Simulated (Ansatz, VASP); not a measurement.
# SnO2: VASP beside Ansatz

```
CELL_PARAMETERS angstrom
4.61646 0.00000 0.00000
0.00000 5.58965 0.00000
0.00000 0.00000 5.10750
ATOMIC_POSITIONS crystal
Sn 0.50000 0.66734 0.75000
Sn 0.00000 0.83266 0.25000
Sn 0.50000 0.33266 0.25000
Sn 0.00000 0.16734 0.75000
O 0.73093 0.60502 0.07769
O 0.23093 0.89498 0.92231
O 0.76907 0.89498 0.57769
O 0.26907 0.60502 0.42231
O 0.73093 0.39498 0.57769
O 0.23093 0.10502 0.42231
O 0.76907 0.10502 0.07769
O 0.26907 0.39498 0.92231
```

Change from the starting cell: volume 10.983 Å^3 an atom, stretch along b over the lengths across it, relative to the relaxed cell 1.0000.

Alike in both runs: task single point; functional LDA; k mesh 6 × 6 × 6; occupations gaussian, width 0.05 eV; no spin polarisation.

```csv
,VASP,Ansatz
version,VASP 6.6.1,Ansatz 0.2.0
potentials or method,"VASP PAW LDA potentials, release 64 (Sn_d, O), cutoff 520 eV","scalar-relativistic, plane waves, PAW"
valence electrons in the cell,104,104
```

```tsv
	VASP	Ansatz	Ansatz less VASP
gap on the k mesh at the Fermi level (eV)	2.21	2.18	-0.033
least direct gap on the mesh (eV)	2.21	2.18	-0.033
pressure (GPa)	15.4	13.7	-1.77
traceless stress, the component that is largest in VASP (GPa)	1.10	0.91	-0.191
rms of the force components (eV/Å)	0.126	0.111	-0.0158
```

Ansatz warns that its potentials were made for another functional, while VASP's fit it. LDA's correlation is that of Perdew and Zunger in VASP and of Perdew and Wang (1992) in Ansatz. Atom by atom the forces differ by 0.016 eV/Å (rms over components).
